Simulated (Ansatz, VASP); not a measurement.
Two plane-wave programs on BN

```
CELL_PARAMETERS angstrom
4.29930 0.00000 0.00000
0.00000 4.29930 0.00000
0.00000 0.00000 2.84260
ATOMIC_POSITIONS crystal
B 0.17413 0.82587 0.50000
B 0.32587 0.32587 0.00000
B 0.67413 0.67413 0.00000
B 0.82587 0.17413 0.50000
N 0.81239 0.81239 0.50000
N 0.31239 0.68761 0.00000
N 0.68761 0.31239 0.00000
N 0.18761 0.18761 0.50000
```

Alike in both runs: task single point; functional PBEsol; k mesh 6 × 6 × 10; occupations gaussian, width 0.05 eV; no spin polarisation.

|  | VASP | Ansatz |
| --- | --- | --- |
| version | VASP 6.6.1 | Ansatz 0.2.0 |
| potentials or method | VASP PAW PBE potentials, release 64 (B, N), cutoff 520 eV | scalar-relativistic, plane waves, PAW |
| valence electrons in the cell | 32 | 32 |

|  | VASP | Ansatz | Ansatz less VASP |
| --- | --- | --- | --- |
| gap on the k mesh at the Fermi level (eV) | 3.51 | 3.51 | +0.004 |
| least direct gap on the mesh (eV) | 3.51 | 3.51 | +0.004 |
| pressure (GPa) | -19.0 | -19.5 | -0.50 |
| traceless stress, the component that is largest in VASP (GPa) | -60.98 | -60.50 | +0.483 |
| rms of the force components (eV/Å) | 0.436 | 0.413 | -0.0228 |

VASP's potentials were made for PBE, not for PBEsol, and Ansatz warns of the same on its side. Atom by atom the forces differ by 0.028 eV/Å (rms over components).
